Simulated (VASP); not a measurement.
Here is a VASP 6.6.1 calculation.

INCAR

```
SYSTEM = Tc
  PREC = Accurate
  ENCUT = 520
  EDIFF = 1E-6
  ISMEAR = -1
  SIGMA = 0.05
  LREAL = .False.
  LASPH = .True.
  NELM = 60
  ALGO = Fast
  ISIF = 2
  LWAVE = .False.
  LCHARG = .False.
  NBANDS = 20
```

The input KPOINTS:

```
regular mesh
0
Gamma
  11 11 6
  0 0 0
```

POSCAR

```
Tc
1.0
    2.7937391334      0.0000000000      0.0000000000
   -1.3968695667      2.4194490611      0.0000000000
    0.0000000000      0.0000000000      4.4842571930
Tc
2
Direct
    0.6666666667      0.3333333333      0.7500000000
    0.3333333333      0.6666666667      0.2500000000
```

Potentials or basis: VASP PAW LDA potentials, release 64 (Tc_pv).

The run is started by

```bash
$ cat potpaw_LDA.64/Tc_pv/POTCAR > POTCAR
$ mpirun -np 1 vasp_std > vasp.out
```

Q: Predict the pressure.

A: -26.5 GPa.

Q: What does it give for the band gap on the k mesh?

A: Zero (band 13 reaches 12.86 eV, above the bottom of band 14 at 9.99 eV).

Stress tensor (GPa, compression positive):
```
-26.28   0.00   0.00
  0.00 -26.28   0.00
  0.00   0.00 -27.05
```
